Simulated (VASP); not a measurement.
# AlNi (Pm-3m) in VASP: notebook

AlNi is run at these levels: revPBE+D3(BJ), r2SCAN0; tasks: single point, relaxation of cell and atoms.

Everything below comes from runs of VASP 6.6.1. Logs are shortened: lines on timing, memory, paths and dates and some standing lists are left out, and cuts for length are marked.

## Step 1: The cell of the first run

The structure is cubic, space group Pm-3m (No. 221). The conventional cell has a = 2.840 Å, b = 2.840 Å, c = 2.840 Å, α = 90.00°, β = 90.00°, γ = 90.00°. Within 3.2 Å of Ni (site symmetry m-3m) lie 8 Al at 2.46 Å and 6 Ni at 2.84 Å. Al (site symmetry m-3m) has 8 Ni at 2.46 Å and 6 Al at 2.84 Å within 3.2 Å.

## Step 2: Single point, revPBE+D3(BJ), collinear spin, ferromagnetic start

The input, INCAR:

```
SYSTEM = AlNi
  PREC = Accurate
  ENCUT = 520
  EDIFF = 1E-7
  ISMEAR = -1
  SIGMA = 0.05
  LREAL = .False.
  LASPH = .True.
  NELM = 150
  ALGO = Normal
  ISIF = 2
  LWAVE = .False.
  LCHARG = .False.
  ISPIN = 2
  MAGMOM = 1 0
  LORBIT = 11
  LMAXMIX = 4
  GGA = RE
  IVDW = 12
  NBANDS = 18
```

The input, KPOINTS:

```
Automatic mesh
0
Gamma
  9 9 9
  0 0 0
```

The input, POSCAR:

```
AlNi
1.0
    2.8400980561      0.0000000000      0.0000000000
    0.0000000000      2.8400980561      0.0000000000
    0.0000000000      0.0000000000      2.8400980561
Ni Al
1 1
Direct
    0.5000000000      0.5000000000      0.5000000000
    0.0000000000      0.0000000000      0.0000000000
```

Potentials or basis: VASP PAW PBE potentials, release 64 (Ni, Al).

Started as:

```sh
> cat potpaw_PBE.64/Ni/POTCAR potpaw_PBE.64/Al/POTCAR > POTCAR
> mpirun -np 1 vasp_std > vasp.out
```

OUTCAR:

```text
SYSTEM = AlNi
   PREC = Accurate
   ENCUT = 520
   EDIFF = 1E-7
   ISMEAR = -1
   LREAL = .False.
   LASPH = .True.
   NELM = 150
   ISIF = 2
   ISPIN = 2
   LORBIT = 11
   GGA = RE
   IVDW = 12
 IVDW          = 12

 ion  position               nearest neighbor table
   1  0.500  0.500  0.500-   2 2.46   2 2.46   2 2.46   2 2.46   2 2.46   2 2.46   2 2.46   2 2.46

   2  0.000  0.000  0.000-   1 2.46   1 2.46   1 2.46   1 2.46   1 2.46   1 2.46   1 2.46   1 2.46

  LATTYP: Found a simple cubic cell.
 ALAT       =     2.8400980561

  Lattice vectors:

 A1 = (   2.8400980561,   0.0000000000,   0.0000000000)
 A2 = (   0.0000000000,   2.8400980561,   0.0000000000)
 A3 = (   0.0000000000,   0.0000000000,   2.8400980561)

Analysis of symmetry for initial positions (statically):
=====================================================================
 Subroutine PRICEL returns:
 Original cell was already a primitive cell.

 Routine SETGRP: Setting up the symmetry group for a
 simple cubic supercell.

 Subroutine GETGRP returns: Found 48 space group operations
 (whereof 48 operations were pure point group operations)
 out of a pool of 48 trial point group operations.

The static configuration has the point symmetry O_h .

Analysis of symmetry for dynamics (positions and initial velocities):
=====================================================================
 Subroutine PRICEL returns:
 Original cell was already a primitive cell.

 Routine SETGRP: Setting up the symmetry group for a
 simple cubic supercell.

 Subroutine GETGRP returns: Found 48 space group operations
 (whereof 48 operations were pure point group operations)
 out of a pool of 48 trial point group operations.

The dynamic configuration has the point symmetry O_h .

Analysis of structural, dynamic, and magnetic symmetry:
=====================================================================
 Subroutine PRICEL returns:
 Original cell was already a primitive cell.

 Routine SETGRP: Setting up the symmetry group for a
 simple cubic supercell.

 Subroutine GETGRP returns: Found 48 space group operations
 (whereof 48 operations were pure point group operations)
 out of a pool of 48 trial point group operations.

The overall configuration has the point symmetry O_h .

 Subroutine INISYM returns: Found 48 space group operations
 (whereof 48 operations are pure point group operations),
 and found     1 'primitive' translations

----------------------------------------------------------------------------------------

                                     Primitive cell

  volume of cell :      22.9087

  direct lattice vectors                    reciprocal lattice vectors
     2.840098056  0.000000000  0.000000000     0.352100519  0.000000000  0.000000000
     0.000000000  2.840098056  0.000000000     0.000000000  0.352100519  0.000000000
     0.000000000  0.000000000  2.840098056     0.000000000  0.000000000  0.352100519

  length of vectors
     2.840098056  2.840098056  2.840098056     0.352100519  0.352100519  0.352100519

  position of ions in fractional coordinates (direct lattice)
     0.500000000  0.500000000  0.500000000
     0.000000000  0.000000000  0.000000000

  ion indices of the primitive-cell ions
   primitive index   ion index
                 1           1
                 2           2

----------------------------------------------------------------------------------------

 KPOINTS: Automatic mesh

Automatic generation of k-mesh.
 Grid dimensions read from file:
 generate k-points for:    9    9    9

 Generating k-lattice:

  Cartesian coordinates                     Fractional coordinates (reciprocal lattice)
     0.039122280  0.000000000  0.000000000     0.111111111  0.000000000  0.000000000
     0.000000000  0.039122280  0.000000000     0.000000000  0.111111111  0.000000000
     0.000000000  0.000000000  0.039122280     0.000000000  0.000000000  0.111111111

  Length of vectors
     0.039122280  0.039122280  0.039122280

  Shift w.r.t. Gamma in fractional coordinates (k-lattice)
     0.000000000  0.000000000  0.000000000

 Subroutine IBZKPT returns following result:
 ===========================================

 Found     35 irreducible k-points:

 Following reciprocal coordinates:
            Coordinates               Weight
  0.000000  0.000000  0.000000      1.000000
  0.111111  0.000000  0.000000      6.000000
  0.222222  0.000000  0.000000      6.000000
  0.333333  0.000000  0.000000      6.000000
  0.444444  0.000000  0.000000      6.000000
  0.111111  0.111111  0.000000     12.000000
[... 16 lines left out ...]
  0.333333  0.333333  0.111111     24.000000
  0.444444  0.333333  0.111111     48.000000
 [... further k-points ...]
   k-points           NKPTS =     35   k-points in BZ     NKDIM =     35   number of bands    NBANDS=     18
   number of dos      NEDOS =    301   number of ions     NIONS =      2
   total plane-waves  NPLWV =  13824
   dimension x,y,z NGX =    24 NGY =   24 NGZ =   24
   dimension x,y,z NGXF=    48 NGYF=   48 NGZF=   48
   ions per type =               1   1
   NGX,Y,Z   is equivalent  to a cutoff of  14.05, 14.05, 14.05 a.u.
   NGXF,Y,Z  is equivalent  to a cutoff of  28.10, 28.10, 28.10 a.u.
 SYSTEM =  AlNi
   PREC   = accura    normal or accurate (medium, high low for compatibility)
   ISTART =      0    job   : 0-new  1-cont  2-samecut
   ICHARG =      2    charge: 1-file 2-atom 10-const
   ISPIN  =      2    spin polarized calculation?
   LNONCOLLINEAR =      F non collinear calculations
   LSORBIT =      F    spin-orbit coupling
   LASPH  =      T    aspherical Exc in radial PAW
   ENCUT  =  520.0 eV  38.22 Ry    6.18 a.u.   5.28  5.28  5.28*2*pi/ulx,y,z
   NELM   =    150;   NELMIN=  2; NELMDL= -5     # of ELM steps
   EDIFF  = 0.1E-06   stopping-criterion for ELM
   LREAL  =      F    real-space projection
   EDIFFG = 0.1E-05   stopping-criterion for IOM
   NSW    =      0    number of steps for IOM
   IBRION =     -1    ionic relax: 0-MD 1-quasi-New 2-CG
   NFREE  =      0    steps in history (QN), initial steepest desc. (CG)
   ISIF   =      2    stress and relaxation
   ISYM   =      2    0-nonsym 1-usesym 2-fastsym
   POTIM  = 0.5000    time-step for ionic-motion
   TEBEG  =    0.0;   TEEND  =   0.0 temperature during run
   PSTRESS=    0.0 pullay stress
   NELECT =      13.0000    total number of electrons
   NUPDOWN=      -1.0000    fix difference up-down
   EMIN   =  10.00;   EMAX   =-10.00  energy-range for DOS
   EFERMI =   0.00;   METHOD = LEGACY
   ISMEAR =    -1;   SIGMA  =   0.05  broadening in eV -4-tet -1-fermi 0-gaus
   EFERMI_NEDOS =   21; number of points for ismear=-14 and -15
   IALGO  =     38    algorithm
   IMIX   =      4    mixing-type and parameters
     AMIX     =   0.40;   BMIX     =  1.00
     AMIX_MAG =   1.60;   BMIX_MAG =  1.00
  volume/ion in A,a.u.               =      11.45        77.30
  Fermi-wavevector in a.u.,A,eV,Ry     =   1.355364  2.561267 24.994060  1.837012
  Thomas-Fermi vector in A             =   2.482458
   LORBIT       =     11    0 simple, 1 ext, 2 COOP (PROOUT), +10 PAW based schemes
   GGA     = RE    functional components
   LHFCALC =     F    Hartree Fock is set to
   AEXX    =    0.0000 exact exchange contribution
   IVDW    =    12    specifies the selected vdW correction
   LEPSILON=     F    determine dielectric tensor
   LRPA    =     F    only Hartree local field effects (RPA)
 spin polarized calculation
  energy-cutoff  :      520.00
  volume of cell :       22.91
 maximum number of plane-waves:       635
 NGX is ok and might be reduce to    24
   NGX = 11   NGY = 11   NGZ = 11

 number of electron      12.9999998 magnetization       0.0036910

 number of electron      12.9999998 magnetization      -0.0001786

 Free energy of the ion-electron system (eV)
  ---------------------------------------------------
  ext. energy  EPLUGINS =         0.00000000
  ---------------------------------------------------
  free energy    TOTEN  =        -9.84833717 eV

  energy without entropy =       -9.84213955  energy(sigma->0) =       -9.84523836

 E-fermi :  10.7097     XC(G=0): -12.1923

 val. band max:       10.6474917132   @ k =   0.3333   0.1111   0.0000
 cond. band min:      10.7661588499   @ k =   0.3333   0.1111   0.1111
 fundamental gap:      0.1186671367
 Fermi energy:        10.7097138262

 spin component 1

 k-point     1 :       0.0000    0.0000    0.0000
  band No.  band energies     occupation
      1      -0.7600      1.00000
      2       7.2452      1.00000
      3       7.2452      1.00000
      4       9.0517      1.00000
      5       9.0517      1.00000
      6       9.0517      1.00000
[... 10 lines left out ...]
     17      34.4284      0.00000
     18      34.4284      0.00000
[... 463 lines left out ...]
 k-point    24 :       0.4444    0.3333    0.1111
  band No.  band energies     occupation
      1       4.4709      1.00000
      2       6.0655      1.00000
      3       7.5187      1.00000
      4       8.0515      1.00000
      5       8.6494      1.00000
      6       8.8075      1.00000
[... 10 lines left out ...]
     17      33.8260      0.00000
     18      37.8617      0.00000

 [... further k-points ...]

 spin component 2

 k-point     1 :       0.0000    0.0000    0.0000
  band No.  band energies     occupation
      1      -0.7600      1.00000
      2       7.2450      1.00000
      3       7.2450      1.00000
      4       9.0516      1.00000
      5       9.0516      1.00000
      6       9.0516      1.00000
[... 10 lines left out ...]
     17      34.4285      0.00000
     18      34.4285      0.00000
[... 463 lines left out ...]
 k-point    24 :       0.4444    0.3333    0.1111
  band No.  band energies     occupation
      1       4.4709      1.00000
      2       6.0655      1.00000
      3       7.5186      1.00000
      4       8.0514      1.00000
      5       8.6492      1.00000
      6       8.8074      1.00000
[... 10 lines left out ...]
     17      33.8260      0.00000
     18      37.8617      0.00000

 [... further k-points ...]

------------------------ aborting loop because EDIFF is reached ----------------------------------------

 Edisp (eV)   -1.77422

 E8    (eV) :    -1.2493

  FORCE on cell =-STRESS in cart. coord.  units (eV):
  Direction    XX          YY          ZZ          XY          YZ          ZX
  --------------------------------------------------------------------------------------
  -------------------------------------------------------------------------------------
  Total      -0.02988    -0.02988    -0.02988     0.00000     0.00000    -0.00000
  in kB      -2.08962    -2.08962    -2.08962     0.00000     0.00000    -0.00000
  external pressure =       -2.09 kB  Pullay stress =        0.00 kB

 VOLUME and BASIS-vectors are now :
 -----------------------------------------------------------------------------
  energy-cutoff  :      520.00
  volume of cell :       22.91
      direct lattice vectors                 reciprocal lattice vectors
     2.840098056  0.000000000  0.000000000     0.352100519  0.000000000  0.000000000
     0.000000000  2.840098056  0.000000000     0.000000000  0.352100519  0.000000000
     0.000000000  0.000000000  2.840098056     0.000000000  0.000000000  0.352100519

 POSITION                                       TOTAL-FORCE (eV/Angst)
 -----------------------------------------------------------------------------------
      1.42005      1.42005      1.42005         0.000000      0.000000      0.000000
      0.00000      0.00000      0.00000         0.000000      0.000000      0.000000
 -----------------------------------------------------------------------------------
    total drift:                                0.000000      0.000000     -0.000000

  FREE ENERGIE OF THE ION-ELECTRON SYSTEM (eV)
  ---------------------------------------------------
  free  energy   TOTEN  =       -11.6225535453 eV

  energy  without entropy=      -11.6163559292  energy(sigma->0) =      -11.61945474

 total charge

# of ion       s       p       d       tot
------------------------------------------
    1        0.492   0.557   8.487   9.535
    2        0.390   0.433   0.000   0.824
--------------------------------------------------
tot          0.882   0.990   8.487  10.359

 magnetization (x)

# of ion       s       p       d       tot
------------------------------------------
    1       -0.000   0.000  -0.000  -0.000
    2        0.000   0.000   0.000   0.000
--------------------------------------------------
tot         -0.000   0.000  -0.000  -0.000
```

It took 54 s on 1 thread of AMD EPYC 7R13, shared host; peak memory 0.14 GiB.

Results:

```yaml
Free_energy: -11.6226 eV
Pressure: -0.2 GPa
Net_moment: 0.00 μB per cell
Valence_electrons_inside_the_program's_atomic_spheres: Ni 9.54; Al 0.82
Dispersion_energy_per_atom: -0.887 eV
```

Levels at points of the mesh, in eV from the Fermi level:
Spin up:
| k point | band 3 | band 4 | band 5 | band 6 | band 7 | band 8 | band 9 | band 10 |
| --- | --- | --- | --- | --- | --- | --- | --- | --- |
| (0.00, 0.00, 0.00) | -3.46 | -1.66 | -1.66 | -1.66 | 5.69 | 5.69 | 5.69 | 8.21 |
Spin down:
| k point | band 2 | band 3 | band 4 | band 5 | band 6 | band 7 | band 8 | band 9 | band 10 | band 11 |
| --- | --- | --- | --- | --- | --- | --- | --- | --- | --- | --- |
| (0.00, 0.00, 0.00) | -3.46 | -3.46 | -1.66 | -1.66 | -1.66 | 5.69 | 5.69 | 5.69 | 8.21 | 8.21 |

Caveat: the PAW data sets were made with another functional, which shifts forces and pressure a little; pairwise dispersion overbinds metals, which lowers pressure and volume.

## Step 3: Relaxation of cell and atoms, revPBE+D3(BJ), collinear spin, ferromagnetic start

This run uses another cell than the first one, of 11.96 Å³/atom, 1.044 times its volume.

The input, INCAR:

```
SYSTEM = AlNi
ALGO     = Fast           ! electronic algorithm
EDIFF    = 1E-6           ! SCF threshold, eV
EDIFFG   = -0.01          ! ionic threshold
ENCUT    = 600            ! plane-wave cutoff, eV
GGA      = RE             ! functional
IBRION   = 2              ! ionic algorithm
ISIF     = 3              ! what is computed and relaxed
ISMEAR   = -1             ! smearing method
ISPIN    = 2              ! spin polarisation
IVDW     = 12             ! dispersion correction
LASPH    = .True.         ! aspherical terms in the spheres
LCHARG   = .False.        ! write CHGCAR
LMAXMIX  = 4              ! l up to which the mixer works
LORBIT   = 11             ! projections on sites
LREAL    = .False.        ! projectors in reciprocal space
LWAVE    = .False.        ! write WAVECAR
MAGMOM   = 1 0            ! initial moments
NELM     = 150            ! most SCF steps
NSW      = 60             ! ionic steps
PREC     = Accurate       ! precision mode
SIGMA    = 0.05           ! smearing width, eV
```

The input, KPOINTS:

```
k-points
0
Gamma
  9 9 9
  0 0 0
```

The input, POSCAR:

```
AlNi
1.0
    2.8810000000      0.0000000000      0.0000000000
    0.0000000000      2.8810000000      0.0000000000
    0.0000000000      0.0000000000      2.8810000000
Ni Al
1 1
Direct
    0.5000000000      0.5000000000      0.5000000000
    0.0000000000      0.0000000000      0.0000000000
```

Potentials or basis: VASP PAW PBE potentials, release 64 (Ni, Al).

Started as:

```sh
> cat potpaw_PBE.64/Ni/POTCAR potpaw_PBE.64/Al/POTCAR > POTCAR
> mpirun -np 1 vasp_std > vasp.out
```

Wall time 1.9 min (1 thread of AMD EPYC 7R13, shared host); peak memory 0.14 GiB.

Results (log left out):

```yaml
Free_energy: -11.6225 eV
Relaxed_volume: 11.46 Å³/atom
Relaxed_cell: a = 2.840 Å, b = 2.840 Å, c = 2.840 Å, α = 90.00°, β = 90.00°, γ = 90.00°
Space_group_after_relaxing_to_0.05_Å: Pm-3m (No. 221)
Energy_gained_by_relaxing: 12.1 meV/atom
Ionic_steps: 5
Pressure_after_relaxing: -0.1 GPa
Net_moment: 0.00 μB per cell
Valence_electrons_inside_the_program's_atomic_spheres: Ni 9.54; Al 0.82
Dispersion_energy_per_atom: -0.887 eV
```

Step by step:
```csv
step,energy change (eV),largest force (eV/Å),pressure (GPa),volume (Å³)
1,0.0000,0.0000,-7.15,23.91
2,-0.0087,0.0000,6.27,22.11
3,-0.0241,0.0000,0.38,22.89
4,-0.0241,0.0000,-0.42,22.94
5,-0.0241,0.0000,-0.07,22.91
```

Final structure:
```cif
data_structure
_symmetry_space_group_name_H-M 'P 1'
_symmetry_Int_Tables_number 1
_cell_length_a 2.8403
_cell_length_b 2.8403
_cell_length_c 2.8403
_cell_angle_alpha 90.000
_cell_angle_beta 90.000
_cell_angle_gamma 90.000
_cell_volume 22.91
loop_
_atom_site_label
_atom_site_type_symbol
_atom_site_fract_x
_atom_site_fract_y
_atom_site_fract_z
_atom_site_occupancy
Ni1 Ni 0.50000 0.50000 0.50000 1
Al1 Al 0.00000 0.00000 0.00000 1
```

Levels at points of the mesh, in eV from the Fermi level:
Spin up:
```csv
k point,band 4,band 5,band 6,band 7,band 8,band 9
"(0.00, 0.00, 0.00)",-1.66,-1.66,-1.66,5.69,5.69,5.69
```
Spin down:
```
           k point  band 3  band 4  band 5  band 6  band 7  band 8  band 9  band 10
(0.00, 0.00, 0.00)   -3.46   -1.66   -1.66   -1.66    5.69    5.69    5.69     8.21
```

Caveat: the PAW data sets were made with another functional, which shifts forces and pressure a little; pairwise dispersion overbinds metals, which lowers pressure and volume.

## Step 4: Single point, r2SCAN0, collinear spin, ferromagnetic start

This run uses another cell than the first one, of 11.96 Å³/atom, 1.044 times its volume.

POSCAR is that of step 3.

The input, INCAR.step1:

```
  PREC = Accurate
  ENCUT = 520
  EDIFF = 1E-5
  ISMEAR = -1
  SIGMA = 0.05
  LREAL = False
  LASPH = True
  NELM = 150
  ALGO = Normal
  ISIF = 2
  LWAVE = True
  LCHARG = False
  ISPIN = 2
  MAGMOM = 1 0
  LORBIT = 11
  LMAXMIX = 4
  NBANDS = 18
  GGA = PE
```

The input, INCAR.step2:

```
  PREC = Accurate
  ENCUT = 520
  EDIFF = 1E-7
  ISMEAR = -1
  SIGMA = 0.05
  LREAL = False
  LASPH = True
  NELM = 150
  ALGO = Normal
  ISIF = 2
  LWAVE = False
  LCHARG = False
  ISPIN = 2
  MAGMOM = 1 0
  LORBIT = 11
  LMAXMIX = 4
  METAGGA = R2SCAN
  LHFCALC = True
  AEXX = 0.25
  LMIXTAU = True
  PRECFOCK = Normal
  NBANDS = 18
  ISTART = 1
```

The input, KPOINTS:

```
Automatic mesh
0
Gamma
  5 5 5
```

Started as:

```sh
> cat potpaw_PBE.64/Ni/POTCAR potpaw_PBE.64/Al/POTCAR > POTCAR
> cp INCAR.step1 INCAR
> mpirun -np 1 vasp_std > vasp.out
> cp INCAR.step2 INCAR
> mpirun -np 1 vasp_std > vasp.out
```

Run time: 21 min. Hardware: 1 thread of Intel Xeon Platinum 8488C (Sapphire Rapids), shared host; peak memory 0.17 GiB.

It converged, with:

```
Free energy                                           : -20.1309 eV
Pressure                                              : -5.4 GPa
Net moment                                            : 0.06 μB per cell
Site moments                                          : Ni +0.07; Al +0.00 μB
Valence electrons inside the program's atomic spheres : Ni 9.59; Al 0.88
```

Levels at points of the mesh, in eV from the Fermi level:
Spin up:
| k point | band 3 | band 4 | band 5 | band 6 | band 7 | band 8 | band 9 | band 10 |
| --- | --- | --- | --- | --- | --- | --- | --- | --- |
| (0.00, 0.00, 0.00) | -4.50 | -2.48 | -2.48 | -2.48 | 7.32 | 7.32 | 7.32 | 10.03 |
Spin down:
```csv
k point,band 4,band 5,band 6,band 7,band 8,band 9
"(0.00, 0.00, 0.00)",-2.41,-2.41,-2.41,7.32,7.32,7.32
```

Caveat: the k points lie up to 0.44 Å⁻¹ apart; the PAW data sets were made with another functional, which shifts forces and pressure a little.

## Step 5: Summary

```tsv
task	level	cell	k mesh	cutoff (eV)	grid for exact exchange (PRECFOCK)	gap on the mesh (eV)	pressure (GPa)	moment (μB)
single point	revPBE+D3(BJ)	a = 2.840 Å, 2 atoms	9 × 9 × 9	520	-	none	-0.2	0.00
relaxation of cell and atoms	revPBE+D3(BJ)	relaxed from a = 2.881 Å, 2 atoms	9 × 9 × 9	600	-	none	-0.1	0.00
single point	r2SCAN0	a = 2.881 Å, 2 atoms	5 × 5 × 5	520	Normal	none	-5.4	0.06
```

Alike in all rows: potentials or basis VASP PAW PBE potentials, release 64 (Ni, Al); spin collinear, ferromagnetic start; smearing fermi-dirac 0.05 eV.

Caveats: some runs use coarse meshes; the PAW data sets were made with another functional, which shifts forces and pressure a little; pairwise dispersion overbinds metals, which lowers pressure and volume (some runs).

Total energies depend on the potentials used, so only differences within one code and one set of settings carry meaning.
